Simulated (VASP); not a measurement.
# C (Fmmm) in VASP: notebook, part 2 of 2

VASP 6.6.1. Earlier steps stand in the parts before.

## (4) Single point, r2SCAN (strain +0.015 along x and y, +0.030 along z)

The input, POSCAR:

```
C
1.0
    0.0000000000      2.1586578877      3.6686165711
    1.2463400222      0.0000000000      3.6686165711
    1.2463400222      2.1586578877      0.0000000000
C
2
Direct
    0.1667039277      0.8332960723      0.1667039277
    0.8332960723      0.1667039277      0.8332960723
```

The input, INCAR.step1:

```
PREC     = Accurate       # precision mode
ENCUT    = 520            # plane-wave cutoff, eV
ISMEAR   = 0              # smearing method
SIGMA    = 0.05           # smearing width, eV
LREAL    = F              # projectors in reciprocal space
LASPH    = T              # aspherical terms in the spheres
NELM     = 100            # most SCF steps
NBANDS   = 11             # bands
GGA      = PE             # functional
ALGO     = Normal         # electronic algorithm
EDIFF    = 1E-4           # SCF threshold, eV
LWAVE    = T              # write WAVECAR
LCHARG   = F              # write CHGCAR
```

The input, INCAR.step2:

```
PREC     = Accurate       # precision mode
ENCUT    = 520            # plane-wave cutoff, eV
EDIFF    = 1E-7           # SCF threshold, eV
ISMEAR   = 0              # smearing method
SIGMA    = 0.05           # smearing width, eV
LREAL    = F              # projectors in reciprocal space
LASPH    = T              # aspherical terms in the spheres
NELM     = 100            # most SCF steps
ALGO     = Normal         # electronic algorithm
ISIF     = 2              # what is computed and relaxed
LWAVE    = F              # write WAVECAR
LCHARG   = F              # write CHGCAR
METAGGA  = R2SCAN         # meta-GGA
LMIXTAU  = T            
NBANDS   = 11             # bands
ISTART   = 1
```

The input, KPOINTS:

```
Automatic mesh
0
Gamma
  14 14 14
```

Potentials or basis: VASP PAW PBE potentials, release 64 (C).

The run is started by

```bash
> cat potpaw_PBE.64/C/POTCAR > POTCAR
> cp INCAR.step1 INCAR
> mpirun -np 1 vasp_std > vasp.out
> cp INCAR.step2 INCAR
> mpirun -np 1 vasp_std > vasp.out
```

OUTCAR:

```text
PREC = Accurate
   ENCUT = 520
   EDIFF = 1E-7
   ISMEAR = 0
   LREAL = F
   LASPH = T
   NELM = 100
   ISIF = 2
   METAGGA = R2SCAN
   ISTART = 1

 ion  position               nearest neighbor table
   1  0.167  0.833  0.167-   2 1.44   2 1.44   2 1.44
   2  0.833  0.167  0.833-   1 1.44   1 1.44   1 1.44

  LATTYP: Found a face centered orthorhombic cell.
 ALAT       =     2.4926800444
 B/A-ratio  =     1.7319975683
 C/A-ratio  =     2.9435118072

  Lattice vectors:

 A1 = (   0.0000000000,   2.1586578877,   3.6686165711)
 A2 = (   1.2463400222,   0.0000000000,   3.6686165711)
 A3 = (   1.2463400222,   2.1586578877,   0.0000000000)

Analysis of symmetry for initial positions (statically):
=====================================================================
 Subroutine PRICEL returns:
 Original cell was already a primitive cell.

 Routine SETGRP: Setting up the symmetry group for a
 face centered orthorhombic supercell.

 Subroutine GETGRP returns: Found  8 space group operations
 (whereof  8 operations were pure point group operations)
 out of a pool of  8 trial point group operations.

The static configuration has the point symmetry D_2h.

Analysis of symmetry for dynamics (positions and initial velocities):
=====================================================================
 Subroutine PRICEL returns:
 Original cell was already a primitive cell.

 Routine SETGRP: Setting up the symmetry group for a
 face centered orthorhombic supercell.

 Subroutine GETGRP returns: Found  8 space group operations
 (whereof  8 operations were pure point group operations)
 out of a pool of  8 trial point group operations.

The dynamic configuration has the point symmetry D_2h.

 Subroutine INISYM returns: Found  8 space group operations
 (whereof  8 operations are pure point group operations),
 and found     1 'primitive' translations

----------------------------------------------------------------------------------------

                                     Primitive cell

  volume of cell :      19.7403

  direct lattice vectors                    reciprocal lattice vectors
     0.000000000  2.158657888  3.668616571    -0.401174632  0.231625402  0.136291158
     1.246340022  0.000000000  3.668616571     0.401174632 -0.231625402  0.136291158
     1.246340022  2.158657888  0.000000000     0.401174632  0.231625402 -0.136291158

  length of vectors
     4.256589177  3.874546554  2.492622580     0.482873370  0.482873370  0.482873370

  position of ions in fractional coordinates (direct lattice)
     0.166703928  0.833296072  0.166703928
     0.833296072  0.166703928  0.833296072

  ion indices of the primitive-cell ions
   primitive index   ion index
                 1           1
                 2           2

----------------------------------------------------------------------------------------

 KPOINTS: Automatic mesh

Automatic generation of k-mesh.
 Grid dimensions read from file:
 generate k-points for:   14   14   14

 Generating k-lattice:

  Cartesian coordinates                     Fractional coordinates (reciprocal lattice)
    -0.028655331  0.016544672  0.009735083     0.071428571  0.000000000  0.000000000
     0.028655331 -0.016544672  0.009735083     0.000000000  0.071428571  0.000000000
     0.028655331  0.016544672 -0.009735083    -0.000000000 -0.000000000  0.071428571

  Length of vectors
     0.034490955  0.034490955  0.034490955

  Shift w.r.t. Gamma in fractional coordinates (k-lattice)
     0.000000000  0.000000000  0.000000000

 Subroutine IBZKPT returns following result:
 ===========================================

 Found    428 irreducible k-points:

 Following reciprocal coordinates:
            Coordinates               Weight
  0.000000  0.000000  0.000000      1.000000
  0.071429  0.000000  0.000000      8.000000
  0.142857  0.000000  0.000000      8.000000
  0.214286  0.000000  0.000000      8.000000
  0.285714 -0.000000 -0.000000      8.000000
  0.357143  0.000000  0.000000      8.000000
[... 16 lines left out ...]
  0.214286  0.142857  0.000000      8.000000
  0.285714  0.142857 -0.000000      8.000000
 [... further k-points ...]
   k-points           NKPTS =    428   k-points in BZ     NKDIM =    428   number of bands    NBANDS=     11
   number of dos      NEDOS =    301   number of ions     NIONS =      2
   total plane-waves  NPLWV =  19200
   dimension x,y,z NGX =    32 NGY =   30 NGZ =   20
   dimension x,y,z NGXF=    64 NGYF=   60 NGZF=   40
   ions per type =               2
   NGX,Y,Z   is equivalent  to a cutoff of  12.50, 12.87, 13.34 a.u.
   NGXF,Y,Z  is equivalent  to a cutoff of  25.00, 25.74, 26.68 a.u.
 SYSTEM =  unknown system
   PREC   = accura    normal or accurate (medium, high low for compatibility)
   ISTART =      1    job   : 0-new  1-cont  2-samecut
   ICHARG =      0    charge: 1-file 2-atom 10-const
   ISPIN  =      1    spin polarized calculation?
   LNONCOLLINEAR =      F non collinear calculations
   LSORBIT =      F    spin-orbit coupling
   LASPH  =      T    aspherical Exc in radial PAW
   ENCUT  =  520.0 eV  38.22 Ry    6.18 a.u.   7.91  7.20  4.63*2*pi/ulx,y,z
   NELM   =    100;   NELMIN=  2; NELMDL=  0     # of ELM steps
   EDIFF  = 0.1E-06   stopping-criterion for ELM
   LREAL  =      F    real-space projection
   EDIFFG = 0.1E-05   stopping-criterion for IOM
   NSW    =      0    number of steps for IOM
   IBRION =     -1    ionic relax: 0-MD 1-quasi-New 2-CG
   NFREE  =      0    steps in history (QN), initial steepest desc. (CG)
   ISIF   =      2    stress and relaxation
   ISYM   =      2    0-nonsym 1-usesym 2-fastsym
   POTIM  = 0.5000    time-step for ionic-motion
   TEBEG  =    0.0;   TEEND  =   0.0 temperature during run
   PSTRESS=    0.0 pullay stress
   NELECT =       8.0000    total number of electrons
   NUPDOWN=      -1.0000    fix difference up-down
   EMIN   =  10.00;   EMAX   =-10.00  energy-range for DOS
   EFERMI =   0.00;   METHOD = LEGACY
   ISMEAR =     0;   SIGMA  =   0.05  broadening in eV -4-tet -1-fermi 0-gaus
   EFERMI_NEDOS =   21; number of points for ismear=-14 and -15
   IALGO  =     38    algorithm
   IMIX   =      4    mixing-type and parameters
     AMIX     =   0.40;   BMIX     =  1.00
     AMIX_MAG =   1.60;   BMIX_MAG =  1.00
  volume/ion in A,a.u.               =       9.87        66.61
  Fermi-wavevector in a.u.,A,eV,Ry     =   1.211492  2.289388 19.969450  1.467713
  Thomas-Fermi vector in A             =   2.347006
   LORBIT       =      0    0 simple, 1 ext, 2 COOP (PROOUT), +10 PAW based schemes
   METAGGA = R2SCAN    functional components
   LHFCALC =     F    Hartree Fock is set to
   AEXX    =    0.0000 exact exchange contribution
   IVDW    =     0    specifies the selected vdW correction
   LEPSILON=     F    determine dielectric tensor
   LRPA    =     F    only Hartree local field effects (RPA)
 non-spin polarized calculation
 Gauss-broadening in eV      SIGMA  =   0.05
  energy-cutoff  :      520.00
  volume of cell :       19.74
 maximum number of plane-waves:       548
   NGX = 15   NGY = 15   NGZ =  9

 number of electron       8.0000000 magnetization

 Free energy of the ion-electron system (eV)
  ---------------------------------------------------
  ext. energy  EPLUGINS =         0.00000000
  ---------------------------------------------------
  free energy    TOTEN  =       -19.84799521 eV

  energy without entropy =      -19.84799521  energy(sigma->0) =      -19.84799521

 E-fermi :   3.7625     XC(G=0): -10.4107

 val. band max:        3.4880897781   @ k =   0.5000  -0.1429   0.3571
 cond. band min:       4.1791849145   @ k =  -0.0714   0.2857   0.2857
 fundamental gap:      0.6910951364
 Fermi energy:         3.7625007339

 k-point     1 :       0.0000    0.0000    0.0000
  band No.  band energies     occupation
      1     -16.8692      2.00000
      2      -3.4710      2.00000
      3       0.4530      2.00000
      4       0.4543      2.00000
      5       7.5859      0.00000
      6      12.1044      0.00000
      7      12.1507      0.00000
      8      15.5927      0.00000
      9      15.9313      0.00000
     10      27.0491      0.00000
     11      27.2155      0.00000
[... 309 lines left out ...]
 k-point    24 :       0.2857    0.1429   -0.0000
  band No.  band energies     occupation
      1     -16.3142      2.00000
      2      -3.4314      2.00000
      3      -1.4100      2.00000
      4      -0.4520      2.00000
      5       9.7724      0.00000
      6      12.1765      0.00000
      7      13.9416      0.00000
      8      14.0995      0.00000
      9      17.0035      0.00000
     10      24.1628      0.00000
     11      28.0370      0.00000

 [... further k-points ...]
[... 5 lines left out ...]
  --------------------------------------------------------------------------------------
  -------------------------------------------------------------------------------------
  Total       -1.9031397     -1.9016602     -0.0609030      0.0000000      0.0000000      0.0000000
  in kB     -154.4644581   -154.3443785     -4.9430669      0.0000000      0.0000000      0.0000000
  external PRESSURE =    -104.5839678 kB  Pullay stress =       0.0000000 kB

 VOLUME and BASIS-vectors are now :
 -----------------------------------------------------------------------------
  energy-cutoff  :      520.00
  volume of cell :       19.74
      direct lattice vectors                 reciprocal lattice vectors
     0.000000000  2.158657888  3.668616571    -0.401174632  0.231625402  0.136291158
     1.246340022  0.000000000  3.668616571     0.401174632 -0.231625402  0.136291158
     1.246340022  2.158657888  0.000000000     0.401174632  0.231625402 -0.136291158

 POSITION                                       TOTAL-FORCE (eV/Angst)
 -----------------------------------------------------------------------------------
      1.24634      0.71971      3.66862         0.000000     -0.002359      0.000000
      1.24634      3.59760      3.66862         0.000000      0.002359      0.000000
 -----------------------------------------------------------------------------------
    total drift:                               -0.000000     -0.000000      0.000000

  FREE ENERGIE OF THE ION-ELECTRON SYSTEM (eV)
  ---------------------------------------------------
  free  energy   TOTEN  =       -19.8479952115 eV

  energy  without entropy=      -19.8479952115  energy(sigma->0) =      -19.84799521
```

Run time: 4.2 min. Hardware: 1 thread of Intel Xeon 6975P-C (Granite Rapids), shared host; peak memory 0.2 GiB.

What came out:

| Quantity | Value |
| --- | --- |
| Free energy | -19.8480 eV |
| Pressure | -10.5 GPa |

Forces on the atoms (eV/Å):
```
C    0.000 -0.002  0.000
C    0.000  0.002  0.000
```

Caveat: the cell differs from its parent crystal (strain +0.015 along x and y, +0.030 along z); the stress differs along the axes, from -15 to -0 GPa; the PAW data sets were made with another functional, which shifts forces and pressure a little.

## (5) Single point, r2SCAN (strain +0.030 along x and y, +0.015 along z)

The input, POSCAR:

```
C
1.0
    0.0000000000      2.1905592358      3.6151901162
    1.2647588402      0.0000000000      3.6151901162
    1.2647588402      2.1905592358      0.0000000000
C
2
Direct
    0.1667039277      0.8332960723      0.1667039277
    0.8332960723      0.1667039277      0.8332960723
```

The input, INCAR.step1:

```
ALGO     = Normal         # electronic algorithm
EDIFF    = 1E-4           # SCF threshold, eV
ENCUT    = 520            # plane-wave cutoff, eV
GGA      = PE             # functional
ISMEAR   = 0              # smearing method
LASPH    = True           # aspherical terms in the spheres
LCHARG   = False          # write CHGCAR
LREAL    = False          # projectors in reciprocal space
LWAVE    = True           # write WAVECAR
NBANDS   = 11             # bands
NELM     = 100            # most SCF steps
PREC     = Accurate       # precision mode
SIGMA    = 0.05           # smearing width, eV
```

The input, INCAR.step2:

```
ALGO     = Normal         # electronic algorithm
EDIFF    = 1E-6           # SCF threshold, eV
ENCUT    = 520            # plane-wave cutoff, eV
ISIF     = 2              # what is computed and relaxed
ISMEAR   = 0              # smearing method
ISTART   = 1            
LASPH    = True           # aspherical terms in the spheres
LCHARG   = True           # write CHGCAR
LELF     = True           # ELF
LMIXTAU  = True         
LREAL    = False          # projectors in reciprocal space
LVHAR    = True         
LWAVE    = False          # write WAVECAR
METAGGA  = R2SCAN         # meta-GGA
NBANDS   = 11             # bands
NELM     = 100            # most SCF steps
PREC     = Accurate       # precision mode
SIGMA    = 0.05           # smearing width, eV
```

The input, KPOINTS:

```
k-points
0
Gamma
  14 14 14
```

The run is started by

```bash
> cat potpaw_PBE.64/C/POTCAR > POTCAR
> cp INCAR.step1 INCAR
> mpirun -np 1 vasp_std > vasp.out
> cp INCAR.step2 INCAR
> mpirun -np 1 vasp_std > vasp.out
```

It took 3.5 min on 1 thread of Intel Xeon 6975P-C (Granite Rapids), shared host; peak memory 0.2 GiB.

It converged, with:

- Free energy: -19.7655 eV
- Pressure: -20.2 GPa

Forces in eV/Å, atoms in the order of the input:
```
C    0.000  0.002  0.000
C    0.000 -0.002  0.000
```

Stress tensor (GPa, compression positive):
```
-30.15   0.00   0.00
  0.00 -30.12   0.00
  0.00   0.00  -0.20
```

Caveat: the cell differs from its parent crystal (strain +0.030 along x and y, +0.015 along z); the stress differs along the axes, from -30 to -0 GPa; the PAW data sets were made with another functional, which shifts forces and pressure a little.

## (6) Single point, r2SCAN (strain +0.030 along x and y, +0.030 along z)

The input, POSCAR:

```
C
1.0
    0.0000000000      2.1905592358      3.6686165711
    1.2647588402      0.0000000000      3.6686165711
    1.2647588402      2.1905592358      0.0000000000
C
2
Direct
    0.1667039277      0.8332960723      0.1667039277
    0.8332960723      0.1667039277      0.8332960723
```

The input, INCAR.step1:

```
ALGO = Normal
EDIFF = 1E-4
ENCUT = 520
GGA = PE
ISMEAR = 0
LASPH = True
LCHARG = False
LREAL = False
LWAVE = True
NBANDS = 11
NELM = 80
PREC = Accurate
SIGMA = 0.05
```

The input, INCAR.step2:

```
ALGO = Normal
EDIFF = 1E-6
ENCUT = 520
ISIF = 2
ISMEAR = 0
ISTART = 1
LASPH = True
LCHARG = False
LMIXTAU = True
LREAL = False
LWAVE = False
METAGGA = R2SCAN
NBANDS = 11
NELM = 80
PREC = Accurate
SIGMA = 0.05
```

KPOINTS is that of step 5.

Potentials or basis: VASP PAW PBE potentials, release 64 (C).

The run is started by

```bash
> cat potpaw_PBE.64/C/POTCAR > POTCAR
> cp INCAR.step1 INCAR
> mpirun -np 1 vasp_std > vasp.out
> cp INCAR.step2 INCAR
> mpirun -np 1 vasp_std > vasp.out
```

It took 3.6 min on 1 thread of Intel Xeon 6975P-C (Granite Rapids), shared host; peak memory 0.2 GiB.

It converged, with:

* Free energy: -19.7651 eV
* Pressure: -19.9 GPa

Stress tensor (GPa, compression positive):
```
-29.68   0.00   0.00
  0.00 -29.66   0.00
  0.00   0.00  -0.42
```

Caveat: the cell differs from its parent crystal (strain +0.030 along x and y, +0.030 along z); the stress differs along the axes, from -30 to -0 GPa; the PAW data sets were made with another functional, which shifts forces and pressure a little.

## (7) The runs side by side

```tsv
cell	pressure (GPa)
a = 4.211, b = 3.824, c = 2.493 Å, angles 80.6, 63.6, 35.7°, 2 atoms	-10.6
a = 4.181, b = 3.780, c = 2.529 Å, angles 80.4, 63.0, 36.6°, 2 atoms	-20.4
a = 4.257, b = 3.875, c = 2.493 Å, angles 80.7, 63.9, 35.3°, 2 atoms	-10.5
a = 4.227, b = 3.830, c = 2.529 Å, angles 80.5, 63.3, 36.2°, 2 atoms	-20.2
a = 4.273, b = 3.881, c = 2.529 Å, angles 80.6, 63.6, 35.7°, 2 atoms	-19.9
```

Alike in all rows: task single point; level r2SCAN; potentials or basis VASP PAW PBE potentials, release 64 (C); no spin polarisation; k mesh 14 × 14 × 14; cutoff (eV) 520; smearing gaussian 0.05 eV.

Caveats: the PAW data sets were made with another functional, which shifts forces and pressure a little; the stress differs along the axes, from -30 to -0 GPa (at least some runs); the stress differs along the axes, from -16 to -0 GPa (at least some runs); the stress differs along the axes, from -31 to 0 GPa (at least some runs); the stress differs along the axes, from -15 to -0 GPa (at least some runs).

Total energies depend on the potentials used, so only differences within one code and one set of settings carry meaning.
